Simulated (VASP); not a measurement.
# TiAl (Amm2) in VASP: further runs

TiAl is run at these levels: r2SCAN; tasks: single point.

All numbers are computed with VASP 6.6.1; they aren't measurements. Logs are shortened: lines on timing, memory, paths and dates and some standing lists are left out, and cuts for length are marked.

## (1) The cell of the first run

It takes space group Amm2 (No. 38, orthorhombic). The conventional cell has a = 4.678 Å, b = 2.810 Å, c = 4.966 Å, α = 90.00°, β = 90.00°, γ = 90.00°. Within 3.7 Å of Ti (site symmetry mm2) lie 6 Ti at 2.81 to 2.85 Å and 6 Al at 2.85 to 2.87 Å. Al (site symmetry mm2) has 6 Al at 2.81 to 2.85 Å and 6 Ti at 2.85 to 2.87 Å within 3.7 Å.

## (2) Single point, r2SCAN (strain -0.0200 x Voigt [1, 0, 0, 0, 0, 0])

POSCAR

```
TiAl
1.0
    2.8099169880      0.0000000000      0.0000000000
   -1.4049584940      2.4831219328      0.0000000000
    0.0000000000      0.0000000000      4.6780830000
Ti Al
1 1
Direct
    0.0000000000      0.0000000000      0.0000000000
    0.3333333333      0.6666666667      0.5000000000
```

INCAR.step1

```
SYSTEM = TiAl
  PREC = Accurate
  ENCUT = 520
  ISMEAR = 0
  SIGMA = 0.15
  LREAL = .False.
  LASPH = .True.
  NELM = 80
  NBANDS = 14
  GGA = PE
  ALGO = Normal
  EDIFF = 1E-4
  LWAVE = .True.
  LCHARG = .False.
```

INCAR.step2

```
SYSTEM = TiAl
  PREC = Accurate
  ENCUT = 520
  EDIFF = 1E-6
  ISMEAR = 0
  SIGMA = 0.15
  LREAL = .False.
  LASPH = .True.
  NELM = 80
  ALGO = Normal
  ISIF = 2
  LWAVE = .False.
  LCHARG = .False.
  METAGGA = R2SCAN
  LMIXTAU = .True.
  NBANDS = 14
  ISTART = 1
```

KPOINTS

```
Automatic mesh
0
Gamma
  18 18 10
  0 0 0
```

Potentials or basis: VASP PAW PBE potentials, release 64 (Ti_sv, Al).

Command:

```bash
$ cat potpaw_PBE.64/Ti_sv/POTCAR potpaw_PBE.64/Al/POTCAR > POTCAR
$ cp INCAR.step1 INCAR
$ mpirun -np 1 vasp_std > vasp.out
$ cp INCAR.step2 INCAR
$ mpirun -np 1 vasp_std > vasp.out
```

OUTCAR:

```text
SYSTEM = TiAl
   PREC = Accurate
   ENCUT = 520
   EDIFF = 1E-6
   ISMEAR = 0
   LREAL = .False.
   LASPH = .True.
   NELM = 80
   ISIF = 2
   METAGGA = R2SCAN
   ISTART = 1

 ion  position               nearest neighbor table
   1  0.000  0.000  0.000-   2 2.85   2 2.85   2 2.85   2 2.85   2 2.87   2 2.87
   2  0.333  0.667  0.500-   1 2.85   1 2.85   1 2.85   1 2.85   1 2.87   1 2.87

  LATTYP: Found a base centered orthorhombic cell.
 ALAT       =     2.8099169880
 B/A-ratio  =     1.7673987832
 C/A-ratio  =     1.6648474030

  Lattice vectors:

 A1 = (   1.4049584940,  -2.4831219328,   0.0000000000)
 A2 = (   1.4049584940,   2.4831219328,   0.0000000000)
 A3 = (   0.0000000000,   0.0000000000,   4.6780830000)

Analysis of symmetry for initial positions (statically):
=====================================================================
 Subroutine PRICEL returns:
 Original cell was already a primitive cell.

 Routine SETGRP: Setting up the symmetry group for a
 base centered orthorhombic supercell.

 Subroutine GETGRP returns: Found  4 space group operations
 (whereof  4 operations were pure point group operations)
 out of a pool of  8 trial point group operations.

The static configuration has the point symmetry C_2v.

Analysis of symmetry for dynamics (positions and initial velocities):
=====================================================================
 Subroutine PRICEL returns:
 Original cell was already a primitive cell.

 Routine SETGRP: Setting up the symmetry group for a
 base centered orthorhombic supercell.

 Subroutine GETGRP returns: Found  4 space group operations
 (whereof  4 operations were pure point group operations)
 out of a pool of  8 trial point group operations.

The dynamic configuration has the point symmetry C_2v.

 Subroutine INISYM returns: Found  4 space group operations
 (whereof  4 operations are pure point group operations),
 and found     1 'primitive' translations

----------------------------------------------------------------------------------------

                                     Primitive cell

  volume of cell :      32.6407

  direct lattice vectors                    reciprocal lattice vectors
     2.809916988  0.000000000  0.000000000     0.355882399  0.201359423  0.000000000
    -1.404958494  2.483121933  0.000000000     0.000000000  0.402718846  0.000000000
     0.000000000  0.000000000  4.678083000     0.000000000  0.000000000  0.213762774

  length of vectors
     2.809916988  2.853033982  4.678083000     0.408898398  0.402718846  0.213762774

  position of ions in fractional coordinates (direct lattice)
     0.000000000  0.000000000  0.000000000
     0.333333333  0.666666667  0.500000000

  ion indices of the primitive-cell ions
   primitive index   ion index
                 1           1
                 2           2

----------------------------------------------------------------------------------------

 KPOINTS: Automatic mesh

Automatic generation of k-mesh.
 Grid dimensions read from file:
 generate k-points for:   18   18   10

 Generating k-lattice:

  Cartesian coordinates                     Fractional coordinates (reciprocal lattice)
     0.019771244  0.011186635  0.000000000     0.055555556  0.000000000  0.000000000
     0.000000000  0.022373269  0.000000000     0.000000000  0.055555556  0.000000000
     0.000000000  0.000000000  0.021376277     0.000000000  0.000000000  0.100000000

  Length of vectors
     0.022716578  0.022373269  0.021376277

  Shift w.r.t. Gamma in fractional coordinates (k-lattice)
     0.000000000  0.000000000  0.000000000

 Subroutine IBZKPT returns following result:
 ===========================================

 Found    546 irreducible k-points:

 Following reciprocal coordinates:
            Coordinates               Weight
  0.000000  0.000000  0.000000      1.000000
  0.055556 -0.000000  0.000000      4.000000
  0.111111 -0.000000  0.000000      4.000000
  0.166667 -0.000000  0.000000      4.000000
  0.222222 -0.000000  0.000000      4.000000
  0.277778  0.000000  0.000000      4.000000
[... 16 lines left out ...]
 -0.333333  0.055556  0.000000      4.000000
 -0.277778  0.055556  0.000000      4.000000
 [... further k-points ...]
   k-points           NKPTS =    546   k-points in BZ     NKDIM =    546   number of bands    NBANDS=     14
   number of dos      NEDOS =    301   number of ions     NIONS =      2
   total plane-waves  NPLWV =  20736
   dimension x,y,z NGX =    24 NGY =   24 NGZ =   36
   dimension x,y,z NGXF=    48 NGYF=   48 NGZF=   72
   ions per type =               1   1
   NGX,Y,Z   is equivalent  to a cutoff of  14.20, 13.98, 12.79 a.u.
   NGXF,Y,Z  is equivalent  to a cutoff of  28.40, 27.97, 25.59 a.u.
 SYSTEM =  TiAl
   PREC   = accura    normal or accurate (medium, high low for compatibility)
   ISTART =      1    job   : 0-new  1-cont  2-samecut
   ICHARG =      0    charge: 1-file 2-atom 10-const
   ISPIN  =      1    spin polarized calculation?
   LNONCOLLINEAR =      F non collinear calculations
   LSORBIT =      F    spin-orbit coupling
   LASPH  =      T    aspherical Exc in radial PAW
   ENCUT  =  520.0 eV  38.22 Ry    6.18 a.u.   5.22  5.30  8.70*2*pi/ulx,y,z
   NELM   =     80;   NELMIN=  2; NELMDL=  0     # of ELM steps
   EDIFF  = 0.1E-05   stopping-criterion for ELM
   LREAL  =      F    real-space projection
   EDIFFG = 0.1E-04   stopping-criterion for IOM
   NSW    =      0    number of steps for IOM
   IBRION =     -1    ionic relax: 0-MD 1-quasi-New 2-CG
   NFREE  =      0    steps in history (QN), initial steepest desc. (CG)
   ISIF   =      2    stress and relaxation
   ISYM   =      2    0-nonsym 1-usesym 2-fastsym
   POTIM  = 0.5000    time-step for ionic-motion
   TEBEG  =    0.0;   TEEND  =   0.0 temperature during run
   PSTRESS=    0.0 pullay stress
   NELECT =      15.0000    total number of electrons
   NUPDOWN=      -1.0000    fix difference up-down
   EMIN   =  10.00;   EMAX   =-10.00  energy-range for DOS
   EFERMI =   0.00;   METHOD = LEGACY
   ISMEAR =     0;   SIGMA  =   0.15  broadening in eV -4-tet -1-fermi 0-gaus
   EFERMI_NEDOS =   21; number of points for ismear=-14 and -15
   IALGO  =     38    algorithm
   IMIX   =      4    mixing-type and parameters
     AMIX     =   0.40;   BMIX     =  1.00
     AMIX_MAG =   1.60;   BMIX_MAG =  1.00
  volume/ion in A,a.u.               =      16.32       110.14
  Fermi-wavevector in a.u.,A,eV,Ry     =   1.263336  2.387358 21.715130  1.596017
  Thomas-Fermi vector in A             =   2.396698
   LORBIT       =      0    0 simple, 1 ext, 2 COOP (PROOUT), +10 PAW based schemes
   METAGGA = R2SCAN    functional components
   LHFCALC =     F    Hartree Fock is set to
   AEXX    =    0.0000 exact exchange contribution
   IVDW    =     0    specifies the selected vdW correction
   LEPSILON=     F    determine dielectric tensor
   LRPA    =     F    only Hartree local field effects (RPA)
 non-spin polarized calculation
 Gauss-broadening in eV      SIGMA  =   0.15
  energy-cutoff  :      520.00
  volume of cell :       32.64
 maximum number of plane-waves:       900
 NGX is ok and might be reduce to    24
   NGX = 11   NGY = 11   NGZ = 17

 number of electron      15.0000001 magnetization

 Free energy of the ion-electron system (eV)
  ---------------------------------------------------
  ext. energy  EPLUGINS =         0.00000000
  ---------------------------------------------------
  free energy    TOTEN  =       -20.24106015 eV

  energy without entropy =      -20.21667234  energy(sigma->0) =      -20.22886624

 E-fermi :   8.0599     XC(G=0): -11.8373

 val. band max:        8.0596090112   @ k =   0.1111   0.2222   0.0000
 cond. band min:       8.0604949567   @ k =   0.3333   0.3333   0.3000
 fundamental gap:      0.0008859455
 Fermi energy:         8.0598651878

 k-point     1 :       0.0000    0.0000    0.0000
  band No.  band energies     occupation
      1     -50.7485      2.00000
      2     -26.0279      2.00000
      3     -25.5746      2.00000
      4     -25.5531      2.00000
      5      -1.5218      2.00000
      6       5.5576      2.00000
      7       5.8652      2.00000
      8       9.3849      0.00000
      9       9.6645      0.00000
     10      11.1961      0.00000
     11      11.2608      0.00000
     12      12.2483      0.00000
     13      21.6552      0.00000
     14      22.2706      0.00000

 k-point     2 :       0.0556   -0.0000    0.0000
  band No.  band energies     occupation
      1     -50.7450      2.00000
      2     -26.0245      2.00000
      3     -25.5856      2.00000
      4     -25.5680      2.00000
      5      -1.4380      2.00000
      6       5.6491      2.00000
      7       5.8829      2.00000
      8       9.3990      0.00000
      9       9.6318      0.00000
     10      11.1791      0.00000
     11      11.2631      0.00000
     12      12.2699      0.00000
     13      20.7525      0.00000
     14      21.0969      0.00000

 k-point     3 :       0.1111   -0.0000    0.0000
  band No.  band energies     occupation
      1     -50.7349      2.00000
      2     -26.0148      2.00000
      3     -25.6406      2.00000
      4     -25.5872      2.00000
      5      -1.1880      2.00000
      6       5.9123      2.00000
      7       5.9339      2.00000
      8       9.2462      0.00000
      9       9.7484      0.00000
     10      11.1162      0.00000
     11      11.2893      0.00000
     12      12.3304      0.00000
     13      18.7883      0.00000
     14      20.0948      0.00000

 k-point     4 :       0.1667   -0.0000    0.0000
  band No.  band energies     occupation
      1     -50.7195      2.00000
      2     -25.9999      2.00000
      3     -25.7318      2.00000
      4     -25.6090      2.00000
      5      -0.7759      2.00000
      6       6.0127      2.00000
      7       6.3066      2.00000
      8       8.9333      0.00000
      9      10.0572      0.00000
     10      11.0135      0.00000
     11      11.3530      0.00000
     12      12.4165      0.00000
     13      16.8228      0.00000
     14      19.2167      0.00000

 k-point     5 :       0.2222   -0.0000    0.0000
  band No.  band energies     occupation
      1     -50.7005      2.00000
      2     -25.9816      2.00000
      3     -25.8432      2.00000
      4     -25.6348      2.00000
      5      -0.2079      2.00000
      6       6.1106      2.00000
      7       6.7374      2.00000
      8       8.6073      0.00000
      9      10.4775      0.00000
     10      10.8883      0.00000
     11      11.4633      0.00000
[... 276 lines left out ...]
 k-point    22 :      -0.3889    0.0556    0.0000
  band No.  band energies     occupation
      1     -50.6509      2.00000
      2     -26.1195      2.00000
      3     -25.9340      2.00000
      4     -25.7072      2.00000
      5       1.9029      2.00000
      6       6.3849      2.00000
      7       6.9066      2.00000
      8       7.8319      1.96838
      9      10.4575      0.00000
     10      11.4435      0.00000
     11      12.1068      0.00000
     12      12.2989      0.00000
     13      13.4444      0.00000
     14      16.3045      0.00000

 k-point    23 :      -0.3333    0.0556    0.0000
  band No.  band energies     occupation
      1     -50.6682      2.00000
      2     -26.0238      2.00000
      3     -25.9506      2.00000
      4     -25.6822      2.00000
      5       0.9880      2.00000
      6       6.2858      2.00000
      7       7.1043      2.00000
      8       8.2065      0.16675
      9      10.6013      0.00000
     10      11.1770      0.00000
     11      11.8318      0.00000
     12      12.3921      0.00000
     13      13.4732      0.00000
     14      16.7713      0.00000

 k-point    24 :      -0.2778    0.0556    0.0000
  band No.  band energies     occupation
      1     -50.6879      2.00000
      2     -25.9696      2.00000
      3     -25.9126      2.00000
      4     -25.6543      2.00000
      5       0.2016      2.00000
      6       6.1778      2.00000
      7       6.9828      2.00000
      8       8.4150      0.00081
      9      10.7450      0.00000
     10      10.7580      0.00000
     11      11.6060      0.00000
     12      12.5342      0.00000
     13      14.3364      0.00000
     14      17.3634      0.00000

 [... further k-points ...]

------------------------ aborting loop because EDIFF is reached ----------------------------------------

  FORCE on cell =-STRESS in cart. coord.  units (eV):
  Direction    XX          YY          ZZ          XY          YZ          ZX
  --------------------------------------------------------------------------------------
  -------------------------------------------------------------------------------------
  Total        0.6698081      0.2404116     -0.1805908      0.0000000      0.0000000      0.0000000
  in kB       32.8777065     11.8006686     -8.8643472      0.0000000      0.0000000      0.0000000
  external PRESSURE =      11.9380093 kB  Pullay stress =       0.0000000 kB

 VOLUME and BASIS-vectors are now :
 -----------------------------------------------------------------------------
  energy-cutoff  :      520.00
  volume of cell :       32.64
      direct lattice vectors                 reciprocal lattice vectors
     2.809916988  0.000000000  0.000000000     0.355882399  0.201359423  0.000000000
    -1.404958494  2.483121933  0.000000000     0.000000000  0.402718846  0.000000000
     0.000000000  0.000000000  4.678083000     0.000000000  0.000000000  0.213762774

 POSITION                                       TOTAL-FORCE (eV/Angst)
 -----------------------------------------------------------------------------------
      0.00000      0.00000      0.00000         0.000000      0.070260      0.000000
     -0.00000      1.65541      2.33904        -0.000000     -0.070260      0.000000
 -----------------------------------------------------------------------------------
    total drift:                                0.000001      0.000100     -0.000000

  FREE ENERGIE OF THE ION-ELECTRON SYSTEM (eV)
  ---------------------------------------------------
  free  energy   TOTEN  =       -20.2410601515 eV

  energy  without entropy=      -20.2166723377  energy(sigma->0) =      -20.22886624
```

Run time: 14 min. Hardware: 1 thread of Intel Xeon Platinum 8259CL at 2.50GHz (Skylake/Cascade Lake), shared host; peak memory 0.38 GiB.

Results:

```
Free energy   : -20.2411 eV
Pressure      : 1.2 GPa
Largest force : 0.070 eV/Å
```

Forces in eV/Å, atoms in the order of the input:
```
Ti   0.000  0.070  0.000
Al   0.000 -0.070  0.000
```

Stress tensor (GPa, compression positive):
```
 3.29  0.00  0.00
 0.00  1.18  0.00
 0.00  0.00 -0.89
```

Caveat: the cell differs from its parent crystal (strain -0.0200 x Voigt [1, 0, 0, 0, 0, 0]); the PAW data sets were made with another functional, which shifts forces and pressure a little.

(Continued in part 2 of 2.)
